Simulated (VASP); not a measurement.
# Zr8PN8 (a cell with a defect) in VASP: single point with PBE+D3(BJ)

Aim: the single point of Zr8PN8 (a cell with a defect) with PBE+D3(BJ).

All numbers are computed with VASP 6.6.1; they aren't measurements. Logs are shortened: lines on timing, memory, paths and dates and some standing lists are left out, and cuts for length are marked.

### Step 1. The cell of the first run

The cell holds a defect, 17 atoms: a = 6.453 Å, b = 6.453 Å, c = 6.453 Å, α = 60.00°, β = 60.00°, γ = 60.00°.

### Step 2. Single point, PBE+D3(BJ)

The input, INCAR:

```
SYSTEM = Zr8PN8
PREC = Accurate ; ENCUT = 520
EDIFF = 1E-6 ; ISMEAR = 0
SIGMA = 0.05 ; LREAL = Auto
LASPH = .True. ; NELM = 100
ALGO = Normal ; ISIF = 2
LWAVE = .False. ; LCHARG = .False.
GGA = PE ; IVDW = 12
NBANDS = 84
```

The input, KPOINTS:

```
Automatic mesh
0
Gamma
  3 3 3
  0 0 0
```

The input, POSCAR:

```
Zr8PN8
1.0
    0.0000000000      4.5627000000      4.5627000000
    4.5627000000      0.0000000000      4.5627000000
    4.5627000000      4.5627000000      0.0000000000
Zr N P
8 8 1
Direct
    0.0544696540      0.0049132519     -0.0292079615
   -0.0034804973      0.0109907009      0.4966969072
    0.0013874244      0.5007085772     -0.0024117113
    0.0014215271      0.5005647275      0.5015841513
    0.4701465286      0.0049017690     -0.0296995387
    0.4705892949      0.0048951455      0.5547238657
    0.5002362523      0.5003240874      0.0003889425
    0.4974288090      0.5007114938      0.5015472365
    0.2126078224      0.2726333533      0.2578662498
    0.2356324397      0.2935320581      0.7358090058
    0.2510056524      0.7423943766      0.2564202284
    0.2510890088      0.7423473717      0.7512669757
    0.7577272885      0.2726843049      0.2579107346
    0.7576913628      0.2726338968      0.7127723285
    0.7625670128      0.7138286190      0.2626625025
    0.7562693363      0.7423804150      0.7511746898
    0.6545679633      0.0355066315      0.1548406633
```

Potentials or basis: VASP PAW PBE potentials, release 64 (Zr_sv, N, P).

Started as:

```
> cat potpaw_PBE.64/Zr_sv/POTCAR potpaw_PBE.64/N/POTCAR potpaw_PBE.64/P/POTCAR > POTCAR
> mpirun -np 1 vasp_std > vasp.out
```

OUTCAR:

```text
SYSTEM = Zr8PN8
   PREC = Accurate
   ENCUT = 520
   EDIFF = 1E-6
   ISMEAR = 0
   LREAL = Auto
   LASPH = .True.
   NELM = 100
   ISIF = 2
   GGA = PE
   IVDW = 12
 IVDW          = 12

 ion  position               nearest neighbor table
   1  0.054  0.005  0.971-  10 2.17  17 2.18  12 2.22  11 2.22  14 2.54  13 2.54  15 2.66   5 2.68
                             6 2.68   7 3.08   4 3.13   3 3.13   2 3.24   2 3.24   3 3.35   4 3.35
   2  0.997  0.011  0.497-  13 2.18  14 2.18   9 2.18  16 2.32  11 2.32  12 2.32   8 3.19   3 3.19
                             4 3.19   1 3.24   6 3.24   1 3.24   6 3.24   5 3.24   5 3.24   4 3.26
   3  0.001  0.501  0.998-  10 2.15   9 2.16  13 2.16  15 2.19  12 2.24  16 2.24   5 3.13   1 3.13
                             2 3.19   8 3.20   4 3.20   7 3.23   7 3.23   4 3.25   8 3.25   2 3.26
   4  0.001  0.501  0.502-  10 2.14   9 2.16  14 2.16  15 2.19  16 2.24  11 2.24   6 3.13   1 3.13
                             2 3.19   3 3.20   8 3.20   7 3.23   7 3.23   8 3.25   3 3.25   2 3.26
   5  0.470  0.005  0.970-  10 2.17  17 2.18  11 2.22  16 2.22  14 2.54   9 2.54  15 2.67   6 2.68
                             1 2.68   7 3.07   8 3.13   3 3.13   2 3.24   2 3.24   3 3.35   8 3.35
   6  0.471  0.005  0.555-  10 2.17  17 2.18  12 2.22  16 2.22   9 2.54  13 2.54  15 2.66   5 2.68
                             1 2.68   7 3.08   4 3.13   8 3.13   2 3.24   2 3.24   8 3.35   4 3.35
   7  0.500  0.500  0.000-  16 2.27  11 2.27  12 2.27  13 2.36  14 2.36   9 2.36  17 2.45   5 3.07
                             6 3.08   1 3.08   3 3.23   8 3.23   4 3.23   4 3.23   8 3.23   3 3.23
   8  0.497  0.501  0.502-  10 2.15  14 2.16  13 2.16  15 2.19  12 2.24  11 2.24   5 3.13   6 3.13
                             2 3.19   3 3.20   4 3.20   7 3.23   7 3.23   4 3.25   3 3.25   2 3.26
   9  0.213  0.273  0.258-   3 2.16   4 2.16   2 2.18   7 2.36   6 2.54   5 2.54
  10  0.236  0.294  0.736-   4 2.14   3 2.15   8 2.15   5 2.17   6 2.17   1 2.17
  11  0.251  0.742  0.256-   5 2.22   1 2.22   4 2.24   8 2.24   7 2.27   2 2.32
  12  0.251  0.742  0.751-   6 2.22   1 2.22   3 2.24   8 2.24   7 2.27   2 2.32
  13  0.758  0.273  0.258-   8 2.16   3 2.16   2 2.18   7 2.36   1 2.54   6 2.54
  14  0.758  0.273  0.713-   8 2.16   4 2.16   2 2.18   7 2.36   1 2.54   5 2.54
  15  0.763  0.714  0.263-  17 1.69   4 2.19   3 2.19   8 2.19   1 2.66   6 2.66   5 2.67
  16  0.756  0.742  0.751-   5 2.22   6 2.22   4 2.24   3 2.24   7 2.27   2 2.32
  17  0.655  0.036  0.155-  15 1.69   5 2.18   6 2.18   1 2.18   7 2.45   8 3.38   3 3.38   4 3.39

  LATTYP: Found a face centered cubic cell.
 ALAT       =     9.1254000000

  Lattice vectors:

 A1 = (   0.0000000000,   4.5627000000,   4.5627000000)
 A2 = (   4.5627000000,   0.0000000000,   4.5627000000)
 A3 = (   4.5627000000,   4.5627000000,   0.0000000000)

Analysis of symmetry for initial positions (statically):
=====================================================================
 Subroutine PRICEL returns:
 Original cell was already a primitive cell.

 Routine SETGRP: Setting up the symmetry group for a
 face centered cubic supercell.

 Subroutine GETGRP returns: Found  1 space group operations
 (whereof  1 operations were pure point group operations)
 out of a pool of 48 trial point group operations.

The static configuration has the point symmetry C_1 .

[... 153 lines left out ...]
  Fermi-wavevector in a.u.,A,eV,Ry     =   1.482231  2.801011 29.892127  2.197009
  Thomas-Fermi vector in A             =   2.596043
   LORBIT       =      0    0 simple, 1 ext, 2 COOP (PROOUT), +10 PAW based schemes
   GGA     = PE    functional components
   LHFCALC =     F    Hartree Fock is set to
   AEXX    =    0.0000 exact exchange contribution
   IVDW    =    12    specifies the selected vdW correction
   LEPSILON=     F    determine dielectric tensor
   LRPA    =     F    only Hartree local field effects (RPA)
 non-spin polarized calculation
 Gauss-broadening in eV      SIGMA  =   0.05
  energy-cutoff  :      520.00
  volume of cell :      189.97
 maximum number of plane-waves:      5118
   NGX = 23   NGY = 23   NGZ = 23

 number of electron     141.0000001 magnetization

 Free energy of the ion-electron system (eV)
  ---------------------------------------------------
  ext. energy  EPLUGINS =         0.00000000
  ---------------------------------------------------
  free energy    TOTEN  =      -157.13358184 eV

  energy without entropy =     -157.12504150  energy(sigma->0) =     -157.12931167

 E-fermi :  12.9703     XC(G=0): -12.8289

 val. band max:       12.9525229241   @ k =   0.3333   0.0000  -0.3333
 cond. band min:      13.0224615639   @ k =  -0.3333   0.3333  -0.3333
 fundamental gap:      0.0699386398
 Fermi energy:        12.9703305416

 k-point     1 :       0.0000    0.0000    0.0000
  band No.  band energies     occupation
      1     -36.5452      2.00000
      2     -36.4227      2.00000
      3     -36.4210      2.00000
      4     -36.4176      2.00000
      5     -36.3463      2.00000
      6     -35.9666      2.00000
[... 1179 lines left out ...]
     81      15.4616      0.00000
     82      15.5398      0.00000
 [bands above 82 left out]

------------------------ aborting loop because EDIFF is reached ----------------------------------------

 Edisp (eV)   -8.00215

 E8    (eV) :    -3.6123

  FORCE on cell =-STRESS in cart. coord.  units (eV):
  Direction    XX          YY          ZZ          XY          YZ          ZX
  --------------------------------------------------------------------------------------
  -------------------------------------------------------------------------------------
  Total      36.25042    36.59417    36.22034     4.10066     4.09450    -4.01982
  in kB     305.72286   308.62189   305.46912    34.58348    34.53155   -33.90169
  external pressure =      306.60 kB  Pullay stress =        0.00 kB

 VOLUME and BASIS-vectors are now :
 -----------------------------------------------------------------------------
  energy-cutoff  :      520.00
  volume of cell :      189.97
      direct lattice vectors                 reciprocal lattice vectors
     0.000000000  4.562700000  4.562700000    -0.109584237  0.109584237  0.109584237
     4.562700000  0.000000000  4.562700000     0.109584237 -0.109584237  0.109584237
     4.562700000  4.562700000  0.000000000     0.109584237  0.109584237 -0.109584237

 POSITION                                       TOTAL-FORCE (eV/Angst)
 -----------------------------------------------------------------------------------
      4.45185      4.67796      0.27095         0.023601     -0.018388     -0.036501
      2.31643      6.81310      4.59697        -0.007219      0.006686     -0.006926
      6.83628      4.55803      2.29091         0.007115     -0.005623     -0.000504
      4.57250      2.29506      2.29041         0.005155     -0.015522      0.005338
      4.44956      6.57233      2.16750         0.014387      0.036236      0.013631
      2.55337      4.67820      2.16949        -0.036738     -0.018773      0.023840
[... 9 lines left out ...]
      6.81464      6.87801      6.83789        -0.000905      0.000514      0.005102
      0.86850      3.69309      3.14860        -0.041924      0.050992     -0.041433
 -----------------------------------------------------------------------------------
    total drift:                               -0.003393      0.001893     -0.001893

  FREE ENERGIE OF THE ION-ELECTRON SYSTEM (eV)
  ---------------------------------------------------
  free  energy   TOTEN  =      -165.1357322750 eV

  energy  without entropy=     -165.1271919396  energy(sigma->0) =     -165.13146211
```

Run time: 19 min. Hardware: 1 thread of Intel Xeon 8259CL, shared host; peak memory 0.41 GiB.

What came out:

* Free energy: -165.1357 eV
* Pressure: 30.7 GPa
* Largest force: 0.092 eV/Å
* Band gap on the k mesh: zero (an odd number of electrons rules out a gap without spin polarisation)
* Dispersion energy per atom: -0.471 eV

Forces in eV/Å, atoms in the order of the input:
```
Zr   0.024 -0.018 -0.037
Zr  -0.007  0.007 -0.007
Zr   0.007 -0.006 -0.001
Zr   0.005 -0.016  0.005
Zr   0.014  0.036  0.014
Zr  -0.037 -0.019  0.024
Zr  -0.010  0.011 -0.010
Zr   0.000 -0.006  0.008
N   -0.012  0.009  0.008
N    0.000  0.005  0.000
N    0.005  0.001 -0.001
N    0.003 -0.007  0.003
N   -0.012 -0.007 -0.012
N    0.009  0.009 -0.012
N    0.055 -0.051  0.054
N   -0.001  0.001  0.005
P   -0.042  0.051 -0.041
```

Caveat: the k points lie up to 0.40 Å⁻¹ apart, too coarse for converged energies and pressures of a metal.

The gap in the log of VASP goes by the Fermi energy; the results here count the filled bands.